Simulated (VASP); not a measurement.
**TiAl (an interface model): single point with PBEsol**

System: TiAl (an interface model).

```
Ti Al
1.0
     2.86791    0.00000    0.00000
     0.00000    2.86791    0.00000
    14.39414   14.39414   19.94899
Ti Al
5 5
Cartesian
  1.4340 1.4340 0.5000
  2.8679 2.8679 2.5279
  4.3019 4.3019 4.5558
  5.7358 5.7358 6.5838
  7.1698 7.1698 8.6117
  8.6092 8.6092 10.6066
  10.0541 10.0541 12.5685
  11.4989 11.4989 14.5303
  12.9438 12.9438 16.4922
  14.3887 14.3887 18.4541
```

```
Program                : VASP 6.6.1
Task                   : single point
Functional             : PBEsol
Potentials or basis    : VASP PAW PBE potentials, release 64 (Ti_sv, Al)
Cutoff                 : 520 eV
k mesh                 : 12 × 12 × 2
Occupations            : gaussian, width 0.1 eV
Spin                   : no spin polarisation
Dipole correction      : no
Further INCAR settings : ALGO = Normal; EDIFF = 1e-07; NBANDS = 48
```

* Pressure: -0.5 GPa
* Largest force: 0.084 eV/Å
* Band gap on the k mesh: zero (an odd number of electrons rules out a gap without spin polarisation)

Forces in eV/Å, atoms in the order of the input:
```
Ti  -0.011 -0.011  0.062
Ti  -0.001 -0.001 -0.018
Ti   0.000  0.000  0.000
Ti   0.001  0.001  0.018
Ti   0.011  0.011 -0.062
Al  -0.003 -0.003 -0.084
Al   0.003  0.003 -0.014
Al   0.000  0.000  0.000
Al  -0.003 -0.003  0.014
Al   0.003  0.003  0.084
```

Stress tensor (GPa, compression positive):
```
-1.15 -0.10 -0.15
-0.10 -1.15 -0.15
-0.15 -0.15  0.80
```

Levels at points of the mesh, in eV from the Fermi level:
| k point | band 35 | band 36 | band 37 | band 38 | band 39 | band 40 | band 41 | band 42 |
| --- | --- | --- | --- | --- | --- | --- | --- | --- |
| (0.00, 0.00, 0.00) | -0.01 | 0.64 | 1.02 | 1.02 | 1.32 | 1.36 | 1.36 | 1.66 |
| (0.50, 0.00, 0.00) | -0.14 | -0.06 | -0.05 | -0.03 | 0.24 | 0.37 | 0.52 | 0.59 |
| (0.50, 0.50, 0.00) | -1.45 | -0.64 | -0.62 | -0.60 | -0.58 | -0.55 | -0.55 | 0.14 |
| (0.00, 0.00, 0.50) | -0.01 | 0.64 | 1.02 | 1.02 | 1.33 | 1.36 | 1.36 | 1.52 |
| (0.50, 0.00, 0.50) | -0.17 | -0.05 | 0.09 | 0.20 | 0.21 | 0.24 | 0.48 | 0.50 |
| (0.50, 0.50, 0.50) | -1.26 | -1.11 | -1.11 | -0.67 | -0.60 | 0.13 | 0.14 | 0.20 |

Run time: 16 min on 1 thread of Intel(R) Xeon(R) 6975P-C (Granite Rapids), on a shared host, peak memory 0.67 GiB.

Caveat: the PAW data sets were made with another functional, which shifts forces and pressure a little.
